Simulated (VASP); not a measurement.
A run of VASP 6.6.1:

The input INCAR:

```
SYSTEM = Sc2Al
PREC = Accurate ; ENCUT = 520
EDIFF = 1E-7 ; ISMEAR = 0
SIGMA = 0.3 ; LREAL = .FALSE.
LASPH = .TRUE. ; NELM = 100
ALGO = Fast ; ISIF = 2
LWAVE = .FALSE. ; LCHARG = .FALSE.
GGA = PS ; NBANDS = 34
```

KPOINTS

```
regular mesh
0
G
  12 12 6
  0 0 0
```

The input POSCAR:

```
Sc2Al
1.0
    4.8926114005      0.0000000000      0.0000000000
   -2.4463057002      4.2371257637      0.0000000000
    0.0000000000      0.0000000000      6.1614205700
Sc Al
4 2
Direct
    0.0000000000      0.0000000000      0.0000000000
    0.0000000000      0.0000000000      0.5000000000
    0.3333333333      0.6666666667      0.7500000000
    0.6666666667      0.3333333333      0.2500000000
    0.3333333333      0.6666666667      0.2500000000
    0.6666666667      0.3333333333      0.7500000000
```

Potentials or basis: VASP PAW PBE potentials, release 64 (Sc_sv, Al).

The run is started by

```console
$ cat potpaw_PBE.64/Sc_sv/POTCAR potpaw_PBE.64/Al/POTCAR > POTCAR
$ mpirun -np 1 vasp_std > vasp.out
```

Hardware: 1 thread of AMD EPYC 9R45 96-Core Processor (Zen 5), on a shared host.

Q: How long does it take, and how much memory?

A: It took 4.6 min on 1 thread of AMD EPYC 9R45 96-Core Processor (Zen 5) (shared host), peak memory 0.38 GiB. Counts: scf iterations 23, k points 76.
